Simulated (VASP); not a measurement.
Wanted: the native input for a VASP 6.6.1 run.

* Task: relaxation of cell and atoms
* Functional: PBEsol
* Potentials or basis: VASP PAW PBE potentials, release 64 (Al, Cu)
* Cutoff: 600 eV
* k mesh: 5 × 4 × 5
* Occupations: gaussian, width 0.1 eV
* Spin: no spin polarisation
* Dipole correction: no
* Further INCAR settings: ALGO = Normal; EDIFF = 1e-06; ISYM = 0; IBRION = 2; EDIFFG = -0.04; NSW = 45; ISIF = 3

The structure of Al2Cu lies in POSCAR:

```
Al2Cu
1.0
    4.7896815632      0.8622026395      0.0322940211
    0.8340935397      6.0767694659      0.8549194947
   -0.0263244385      0.6845036920      4.7480892640
Al Cu
6 3
Direct
    0.4161696358      0.1413257425      0.5162780236
    0.2492744687      0.6081225632      0.4838048158
    0.8176214490      0.3666755602      0.5329212665
    0.1029156414      0.8787260327      0.8781722461
    0.0994197848      0.3510470071      0.0049849823
    0.6078385064      0.8453532188      0.1429208365
    0.5423590741      0.4528382076      0.0440146870
    0.9346018712      0.0274865128      0.3273252825
    0.7295287832      0.7307905386      0.6829659100
```

The input as run:

INCAR

```
PREC = Accurate
ENCUT = 600
EDIFF = 1E-6
ISMEAR = 0
SIGMA = 0.1
LREAL = F
LASPH = T
NELM = 100
ALGO = Normal
ISIF = 3
LWAVE = F
LCHARG = F
GGA = PS
IBRION = 2
NSW = 45
EDIFFG = -0.04
ISYM = 0
```

KPOINTS

```
regular mesh
0
Gamma
  5 4 5
```

Potentials or basis: VASP PAW PBE potentials, release 64 (Al, Cu).

The run is started by

```console
$ cat potpaw_PBE.64/Al/POTCAR potpaw_PBE.64/Cu/POTCAR > POTCAR
$ mpirun -np 1 vasp_std > vasp.out
```

It gave:

```json
{"Relaxed volume": "14.68 Å³/atom", "Relaxed cell": "a = 4.927 Å, b = 6.225 Å, c = 4.751 Å, α = 74.52°, β = 87.33°, γ = 70.38°", "Space group after relaxing (to 0.05 Å)": "P1 (No. 1)", "Energy gained by relaxing": "4.5 meV/atom", "Ionic steps": "12", "Pressure after relaxing": "-0.1 GPa", "Largest force after relaxing": "0.040 eV/Å"}
```

Caveat: the PAW data sets were made with another functional, which shifts forces and pressure a little.

Run time: 26 min on 1 thread of Intel(R) Xeon(R) Platinum 8488C (Sapphire Rapids), with other jobs on the host, peak memory 0.4 GiB.
